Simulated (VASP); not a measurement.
# Al2O3 (P-3m1) in VASP: notebook, part 2 of 2

VASP 6.6.1. Earlier steps stand in the parts before.

## Step 3: Single point, PBEsol (strain +0.080 along x and y, -0.040 along z)

Input file INCAR:

```
SYSTEM = Al2O3
PREC     = Accurate       ! precision mode
ENCUT    = 520            ! plane-wave cutoff, eV
EDIFF    = 1E-6           ! SCF threshold, eV
ISMEAR   = 0              ! smearing method
SIGMA    = 0.05           ! smearing width, eV
LREAL    = .FALSE.        ! projectors in reciprocal space
LASPH    = .TRUE.         ! aspherical terms in the spheres
NELM     = 60             ! most SCF steps
ALGO     = Normal         ! electronic algorithm
ISIF     = 2              ! what is computed and relaxed
LWAVE    = .FALSE.        ! write WAVECAR
LCHARG   = .FALSE.        ! write CHGCAR
GGA      = PS             ! functional
NBANDS   = 20             ! bands
```

Input file KPOINTS:

```
regular mesh
0
G
  12 12 4
  0 0 0
```

Input file POSCAR:

```
Al2O3
1.0
    3.2588811475      0.0000000000      0.0000000000
   -1.6294405738      2.8222738617      0.0000000000
    0.0000000000      0.0000000000      7.2716505621
Al O
2 3
Direct
    0.0000000000      0.0000000000      0.2779510000
    0.0000000000      0.0000000000      0.7220490000
    0.3333333333      0.6666666667      0.1994540000
    0.6666666667      0.3333333333      0.8005460000
    0.0000000000      0.0000000000      0.5000000000
```

Potentials or basis: VASP PAW PBE potentials, release 64 (Al, O).

Command:

```console
cat potpaw_PBE.64/Al/POTCAR potpaw_PBE.64/O/POTCAR > POTCAR
mpirun -np 1 vasp_std > vasp.out
```

OUTCAR:

```text
SYSTEM = Al2O3
   PREC = Accurate
   ENCUT = 520
   EDIFF = 1E-6
   ISMEAR = 0
   LREAL = .FALSE.
   LASPH = .TRUE.
   NELM = 60
   ISIF = 2
   GGA = PS

 ion  position               nearest neighbor table
   1  0.000  0.000  0.278-   5 1.61   3 1.97   3 1.97   3 1.97   2 3.23
   2  0.000  0.000  0.722-   5 1.61   4 1.97   4 1.97   4 1.97   1 3.23
   3  0.333  0.667  0.199-   1 1.97   1 1.97   1 1.97
   4  0.667  0.333  0.801-   2 1.97   2 1.97   2 1.97
   5  0.000  0.000  0.500-   1 1.61   2 1.61

  LATTYP: Found a hexagonal cell.
[... 755 lines left out ...]
  -------------------------------------------------------------------------------------
  Total      -10.9509174    -10.9509174      6.8057822      0.0000000      0.0000000      0.0000000
  in kB     -262.3375203   -262.3375203    163.0376681      0.0000000      0.0000000      0.0000000
  external PRESSURE =    -120.5457908 kB  Pullay stress =       0.0000000 kB

 VOLUME and BASIS-vectors are now :
 -----------------------------------------------------------------------------
  energy-cutoff  :      520.00
  volume of cell :       66.88
      direct lattice vectors                 reciprocal lattice vectors
     3.258881147  0.000000000  0.000000000     0.306853780  0.177162113  0.000000000
    -1.629440574  2.822273862  0.000000000     0.000000000  0.354324225  0.000000000
     0.000000000  0.000000000  7.271650562     0.000000000  0.000000000  0.137520360

 POSITION                                       TOTAL-FORCE (eV/Angst)
 -----------------------------------------------------------------------------------
      0.00000      0.00000      2.02116         0.000000     -0.000000     -3.030736
      0.00000      0.00000      5.25049        -0.000000      0.000000      3.030736
     -0.00000      1.88152      1.45036         0.000000      0.000000      0.724852
      1.62944      0.94076      5.82129        -0.000000     -0.000000     -0.724852
      0.00000      0.00000      3.63583         0.000000      0.000000      0.000000
 -----------------------------------------------------------------------------------
    total drift:                                0.000000      0.000000     -0.000000

  FREE ENERGIE OF THE ION-ELECTRON SYSTEM (eV)
  ---------------------------------------------------
  free  energy   TOTEN  =       -36.6126488072 eV

  energy  without entropy=      -36.6126488072  energy(sigma->0) =      -36.61264881
```

OSZICAR:

```text
N       E                     dE             d eps       ncg     rms          rms(c)
DAV:   1     0.103802298032E+03    0.10380E+03   -0.11986E+04  2760   0.107E+03
DAV:   2    -0.343176802245E+02   -0.13812E+03   -0.13314E+03  3472   0.232E+02
DAV:   3    -0.419939812909E+02   -0.76763E+01   -0.76497E+01  3464   0.586E+01
DAV:   4    -0.420534087518E+02   -0.59427E-01   -0.59412E-01  3472   0.579E+00
DAV:   5    -0.420540604852E+02   -0.65173E-03   -0.65172E-03  3452   0.590E-01    0.132E+01
DAV:   6    -0.368296803616E+02    0.52244E+01   -0.17935E+01  3164   0.284E+01    0.567E+00
DAV:   7    -0.366983663716E+02    0.13131E+00   -0.67594E-01  3356   0.599E+00    0.274E+00
DAV:   8    -0.366253365848E+02    0.73030E-01   -0.90962E-02  3572   0.241E+00    0.110E+00
DAV:   9    -0.366113082013E+02    0.14028E-01   -0.28804E-02  3724   0.176E+00    0.245E-01
DAV:  10    -0.366124832959E+02   -0.11751E-02   -0.76833E-03  3664   0.710E-01    0.209E-01
DAV:  11    -0.366126358992E+02   -0.15260E-03   -0.68192E-04  3168   0.205E-01    0.459E-02
DAV:  12    -0.366126461388E+02   -0.10240E-04   -0.12385E-04  3336   0.865E-02    0.885E-03
DAV:  13    -0.366126492015E+02   -0.30627E-05   -0.25756E-05  3760   0.414E-02    0.646E-03
DAV:  14    -0.366126488072E+02    0.39432E-06   -0.35851E-06  3140   0.148E-02
   1 F= -.36612649E+02 E0= -.36612649E+02  d E =-.138179E-13
```

It took 27 s on 1 thread of Intel Xeon 6975P-C (Granite Rapids), shared host; peak memory 0.21 GiB.

What came out:

* Free energy: -36.6126 eV
* Pressure: -12.1 GPa
* Largest force: 3.031 eV/Å
* Band gap on the k mesh: 2.49 eV, direct

Forces in eV/Å, atoms in the order of the input:
```
Al   0.000  0.000 -3.031
Al   0.000  0.000  3.031
O    0.000  0.000  0.725
O    0.000  0.000 -0.725
O    0.000  0.000  0.000
```

Caveat: the cell differs from its parent crystal (strain +0.080 along x and y, -0.040 along z); the PAW data sets were made with another functional, which shifts forces and pressure a little. A k mesh can miss the band edges.

## Step 4: Single point, PBEsol (strain +0.040 along x and y, +0.040 along z)

Input file INCAR:

```
SYSTEM = Al2O3
  PREC = Accurate
  ENCUT = 520
  EDIFF = 1E-6
  ISMEAR = 0
  SIGMA = 0.05
  LREAL = .False.
  LASPH = .True.
  NELM = 60
  ALGO = Normal
  ISIF = 2
  LWAVE = .False.
  LCHARG = .True.
  GGA = PS
  LELF = .True.
  LVHAR = .True.
  NBANDS = 20
```

Input file KPOINTS:

```
Automatic mesh
0
Gamma
  12 12 4
  0 0 0
```

POSCAR: that of step 3 with these lines changed.

```diff
@@ -2,5 +2,5 @@
 1.0
-    3.2588811475      0.0000000000      0.0000000000
-   -1.6294405738      2.8222738617      0.0000000000
-    0.0000000000      0.0000000000      7.2716505621
+    3.1381818458      0.0000000000      0.0000000000
+   -1.5690909229      2.7177452001      0.0000000000
+    0.0000000000      0.0000000000      7.8776214423
 Al O
```

Command:

```console
cat potpaw_PBE.64/Al/POTCAR potpaw_PBE.64/O/POTCAR > POTCAR
mpirun -np 1 vasp_std > vasp.out
```

Wall time 29 s (1 thread of Intel Xeon 6975P-C (Granite Rapids), shared host); peak memory 0.21 GiB.

Results (log left out):

```
Free energy            : -37.2034 eV
Pressure               : -17.8 GPa
Largest force          : 1.054 eV/Å
Band gap on the k mesh : 1.41 eV, direct
```

Forces on the atoms (eV/Å):
```
Al   0.000  0.000  1.054
Al   0.000  0.000 -1.054
O    0.000  0.000  0.959
O    0.000  0.000 -0.959
O    0.000  0.000  0.000
```

Stress tensor (GPa, compression positive):
```
-16.98   0.00   0.00
  0.00 -16.98   0.00
  0.00   0.00 -19.60
```

Levels at points of the mesh, in eV from the valence-band top:
| k point | band 10 | band 11 | band 12 | band 13 | band 14 | band 15 |
| --- | --- | --- | --- | --- | --- | --- |
| (0.00, 0.00, 0.00) | -2.25 | 0.00 | 0.00 | 1.41 | 3.25 | 6.54 |
| (0.50, 0.00, 0.00) | -2.94 | -1.59 | -0.41 | 4.16 | 5.47 | 7.02 |
| (0.00, 0.00, 0.50) | -2.92 | 0.00 | 0.00 | 2.31 | 2.38 | 7.21 |
| (0.50, 0.00, 0.50) | -3.11 | -1.54 | -0.41 | 4.49 | 5.02 | 6.90 |

Caveat: the cell differs from its parent crystal (strain +0.040 along x and y, +0.040 along z); the PAW data sets were made with another functional, which shifts forces and pressure a little. A k mesh can miss the band edges.

## Step 5: Single point, PBEsol (strain +0.080 along x and y, +0.000 along z)

Input file INCAR:

```
ALGO     = Normal         # electronic algorithm
EDIFF    = 1E-7           # SCF threshold, eV
ENCUT    = 520            # plane-wave cutoff, eV
GGA      = PS             # functional
ISIF     = 2              # what is computed and relaxed
ISMEAR   = 0              # smearing method
LASPH    = True           # aspherical terms in the spheres
LCHARG   = False          # write CHGCAR
LREAL    = False          # projectors in reciprocal space
LWAVE    = False          # write WAVECAR
NBANDS   = 20             # bands
NELM     = 100            # most SCF steps
PREC     = Accurate       # precision mode
SIGMA    = 0.05           # smearing width, eV
```

Input file KPOINTS:

```
k-points
0
Gamma
  12 12 4
```

POSCAR: that of step 4 with these lines changed.

```diff
@@ -2,5 +2,5 @@
 1.0
-    3.1381818458      0.0000000000      0.0000000000
-   -1.5690909229      2.7177452001      0.0000000000
-    0.0000000000      0.0000000000      7.8776214423
+    3.2588811475      0.0000000000      0.0000000000
+   -1.6294405738      2.8222738617      0.0000000000
+    0.0000000000      0.0000000000      7.5746360022
 Al O
```

Potentials or basis: VASP PAW PBE potentials, release 64 (Al, O).

Command:

```console
cat potpaw_PBE.64/Al/POTCAR potpaw_PBE.64/O/POTCAR > POTCAR
mpirun -np 1 vasp_std > vasp.out
```

OUTCAR:

```text
EDIFF = 1E-7
   ENCUT = 520
   GGA = PS
   ISIF = 2
   ISMEAR = 0
   LASPH = True
   LREAL = False
   NELM = 100
   PREC = Accurate

 ion  position               nearest neighbor table
   1  0.000  0.000  0.278-   5 1.68   3 1.97   3 1.97   3 1.97   2 3.36
   2  0.000  0.000  0.722-   5 1.68   4 1.97   4 1.97   4 1.97   1 3.36
   3  0.333  0.667  0.199-   1 1.97   1 1.97   1 1.97
   4  0.667  0.333  0.801-   2 1.97   2 1.97   2 1.97
   5  0.000  0.000  0.500-   1 1.68   2 1.68

  LATTYP: Found a hexagonal cell.
 ALAT       =     3.2588811475
 C/A-ratio  =     2.3243056925

  Lattice vectors:

 A1 = (   3.2588811475,   0.0000000000,   0.0000000000)
 A2 = (  -1.6294405738,   2.8222738617,   0.0000000000)
 A3 = (   0.0000000000,   0.0000000000,   7.5746360022)

Analysis of symmetry for initial positions (statically):
=====================================================================
 Subroutine PRICEL returns:
 Original cell was already a primitive cell.

 Routine SETGRP: Setting up the symmetry group for a
 hexagonal supercell.

 Subroutine GETGRP returns: Found 12 space group operations
[... 166 lines left out ...]
  ---------------------------------------------------
  free energy    TOTEN  =       -36.71169194 eV

  energy without entropy =      -36.71169194  energy(sigma->0) =      -36.71169194

 E-fermi :   2.1040     XC(G=0):  -9.2994

 val. band max:        1.8245988070   @ k =   0.0000   0.0000   0.0000
 cond. band min:       3.7084715147   @ k =   0.0000   0.0000   0.0000
 fundamental gap:      1.8838727076
 Fermi energy:         2.1039589452

 k-point     1 :       0.0000    0.0000    0.0000
  band No.  band energies     occupation
      1     -15.8748      2.00000
      2     -15.6206      2.00000
      3     -14.3022      2.00000
      4      -3.0681      2.00000
      5      -1.0128      2.00000
      6      -0.6617      2.00000
[... 541 lines left out ...]
     19      13.2282      0.00000
     20      13.9187      0.00000

 [... further k-points ...]
[... 5 lines left out ...]
  --------------------------------------------------------------------------------------
  -------------------------------------------------------------------------------------
  Total      -11.1328810    -11.1328810     -1.7859489      0.0000000     -0.0000000      0.0000000
  in kB     -256.0287323   -256.0287323    -41.0724078      0.0000000     -0.0000000      0.0000000
  external PRESSURE =    -184.3766241 kB  Pullay stress =       0.0000000 kB

 VOLUME and BASIS-vectors are now :
 -----------------------------------------------------------------------------
  energy-cutoff  :      520.00
  volume of cell :       69.67
      direct lattice vectors                 reciprocal lattice vectors
     3.258881147  0.000000000  0.000000000     0.306853780  0.177162113  0.000000000
    -1.629440574  2.822273862  0.000000000     0.000000000  0.354324225  0.000000000
     0.000000000  0.000000000  7.574636002     0.000000000  0.000000000  0.132019545

 POSITION                                       TOTAL-FORCE (eV/Angst)
 -----------------------------------------------------------------------------------
      0.00000      0.00000      2.10538         0.000000     -0.000000     -0.779040
      0.00000      0.00000      5.46926        -0.000000      0.000000      0.779040
     -0.00000      1.88152      1.51079        -0.000000      0.000000      0.976036
      1.62944      0.94076      6.06384         0.000000     -0.000000     -0.976036
      0.00000      0.00000      3.78732        -0.000000      0.000000      0.000000
 -----------------------------------------------------------------------------------
    total drift:                                0.000000      0.000000      0.000000

  FREE ENERGIE OF THE ION-ELECTRON SYSTEM (eV)
  ---------------------------------------------------
  free  energy   TOTEN  =       -36.7116919429 eV

  energy  without entropy=      -36.7116919429  energy(sigma->0) =      -36.71169194
```

OSZICAR:

```text
N       E                     dE             d eps       ncg     rms          rms(c)
DAV:   1     0.106195268790E+03    0.10620E+03   -0.12062E+04  2760   0.107E+03
DAV:   2    -0.335611937108E+02   -0.13976E+03   -0.13420E+03  3436   0.232E+02
DAV:   3    -0.418131285246E+02   -0.82519E+01   -0.82228E+01  3544   0.599E+01
DAV:   4    -0.418775201038E+02   -0.64392E-01   -0.64371E-01  3404   0.592E+00
DAV:   5    -0.418782579745E+02   -0.73787E-03   -0.73785E-03  3492   0.623E-01    0.128E+01
DAV:   6    -0.369344634672E+02    0.49438E+01   -0.17374E+01  3128   0.279E+01    0.548E+00
DAV:   7    -0.368036682249E+02    0.13080E+00   -0.64427E-01  3348   0.599E+00    0.274E+00
DAV:   8    -0.367254494770E+02    0.78219E-01   -0.10839E-01  3504   0.253E+00    0.102E+00
DAV:   9    -0.367103044169E+02    0.15145E-01   -0.34393E-02  3844   0.177E+00    0.277E-01
DAV:  10    -0.367114171713E+02   -0.11128E-02   -0.80771E-03  3624   0.693E-01    0.213E-01
DAV:  11    -0.367117099656E+02   -0.29279E-03   -0.10540E-03  3172   0.220E-01    0.426E-02
DAV:  12    -0.367116870872E+02    0.22878E-04   -0.89233E-05  3736   0.882E-02    0.131E-02
DAV:  13    -0.367116920456E+02   -0.49584E-05   -0.36851E-05  3308   0.445E-02    0.523E-03
DAV:  14    -0.367116919565E+02    0.89043E-07   -0.63851E-06  3324   0.189E-02    0.149E-03
DAV:  15    -0.367116919429E+02    0.13620E-07   -0.64996E-07  3420   0.556E-03
   1 F= -.36711692E+02 E0= -.36711692E+02  d E =-.100950E-16
```

Wall time 29 s (1 thread of Intel Xeon 6975P-C (Granite Rapids), shared host); peak memory 0.21 GiB.

Results:

| Property | Result |
| --- | --- |
| Free energy | -36.7117 eV |
| Pressure | -18.4 GPa |
| Largest force | 0.976 eV/Å |
| Band gap on the k mesh | 1.88 eV, direct |

Forces on the atoms (eV/Å):
```
Al   0.000  0.000 -0.779
Al   0.000  0.000  0.779
O    0.000  0.000  0.976
O    0.000  0.000 -0.976
O    0.000  0.000  0.000
```

Caveat: the cell differs from its parent crystal (strain +0.080 along x and y, +0.000 along z); the PAW data sets were made with another functional, which shifts forces and pressure a little.

## Step 6: Single point, PBEsol (strain +0.040 along x and y, +0.080 along z)

Input file INCAR:

```
SYSTEM = Al2O3
ALGO     = Normal         ! electronic algorithm
EDIFF    = 1E-7           ! SCF threshold, eV
ENCUT    = 520            ! plane-wave cutoff, eV
GGA      = PS             ! functional
ISIF     = 2              ! what is computed and relaxed
ISMEAR   = 0              ! smearing method
LASPH    = .TRUE.         ! aspherical terms in the spheres
LCHARG   = .FALSE.        ! write CHGCAR
LREAL    = .FALSE.        ! projectors in reciprocal space
LWAVE    = .FALSE.        ! write WAVECAR
NBANDS   = 20             ! bands
NELM     = 60             ! most SCF steps
PREC     = Accurate       ! precision mode
SIGMA    = 0.05           ! smearing width, eV
```

Input file KPOINTS:

```
k-points
0
G
  12 12 4
  0 0 0
```

POSCAR: that of step 5 with these lines changed.

```diff
@@ -2,5 +2,5 @@
 1.0
-    3.2588811475      0.0000000000      0.0000000000
-   -1.6294405738      2.8222738617      0.0000000000
-    0.0000000000      0.0000000000      7.5746360022
+    3.1381818458      0.0000000000      0.0000000000
+   -1.5690909229      2.7177452001      0.0000000000
+    0.0000000000      0.0000000000      8.1806068824
 Al O
```

Potentials or basis: VASP PAW PBE potentials, release 64 (Al, O).

Command:

```console
cat potpaw_PBE.64/Al/POTCAR potpaw_PBE.64/O/POTCAR > POTCAR
mpirun -np 1 vasp_std > vasp.out
```

Wall time 33 s (1 thread of Intel Xeon 6975P-C (Granite Rapids), shared host); peak memory 0.22 GiB.

It converged, with:

```
Free energy            : -36.7940 eV
Pressure               : -21.3 GPa
Largest force          : 2.018 eV/Å
Band gap on the k mesh : 0.81 eV, direct
```

Forces on the atoms (eV/Å):
```
Al   0.000  0.000  2.018
Al   0.000  0.000 -2.018
O    0.000  0.000  1.226
O    0.000  0.000 -1.226
O    0.000  0.000  0.000
```

Stress tensor (GPa, compression positive):
```
-16.62   0.00   0.00
  0.00 -16.62   0.00
  0.00   0.00 -30.79
```

Levels at points of the mesh, in eV from the valence-band top:
```
           k point  band 9  band 10  band 11  band 12  band 13  band 14  band 15  band 16
(0.00, 0.00, 0.00)   -4.03    -2.69     0.00     0.00     0.81     2.62     5.87     8.67
(0.50, 0.00, 0.00)   -3.52    -3.47    -1.85    -0.42     3.62     4.83     6.21     7.46
(0.00, 0.00, 0.50)   -4.03    -3.23     0.00     0.00     1.60     1.85     6.54     7.21
(0.50, 0.00, 0.50)   -3.61    -3.41    -1.83    -0.42     3.88     4.49     6.03     7.30
```

Caveat: the cell differs from its parent crystal (strain +0.040 along x and y, +0.080 along z); the PAW data sets were made with another functional, which shifts forces and pressure a little. A k mesh can miss the band edges.

## Step 7: Overview

| cell | gap on the mesh (eV) | pressure (GPa) | largest force (eV/Å) |
| --- | --- | --- | --- |
| a = 3.138, b = 3.138, c = 7.575 Å, angles 90.0, 90.0, 120.0°, 5 atoms | 2.04 | -12.7 | 0.68 |
| a = 3.259, b = 3.259, c = 7.272 Å, angles 90.0, 90.0, 120.0°, 5 atoms | 2.49 | -12.1 | 3.03 |
| a = 3.138, b = 3.138, c = 7.878 Å, angles 90.0, 90.0, 120.0°, 5 atoms | 1.41 | -17.8 | 1.05 |
| a = 3.259, b = 3.259, c = 7.575 Å, angles 90.0, 90.0, 120.0°, 5 atoms | 1.88 | -18.4 | 0.98 |
| a = 3.138, b = 3.138, c = 8.181 Å, angles 90.0, 90.0, 120.0°, 5 atoms | 0.81 | -21.3 | 2.02 |

Alike in all rows: task single point; level PBEsol; potentials or basis VASP PAW PBE potentials, release 64 (Al, O); no spin polarisation; k mesh 12 × 12 × 4; cutoff (eV) 520; smearing gaussian 0.05 eV.

Caveats: the PAW data sets were made with another functional, which shifts forces and pressure a little.

Absolute energies hang on the potentials; compare differences alone.
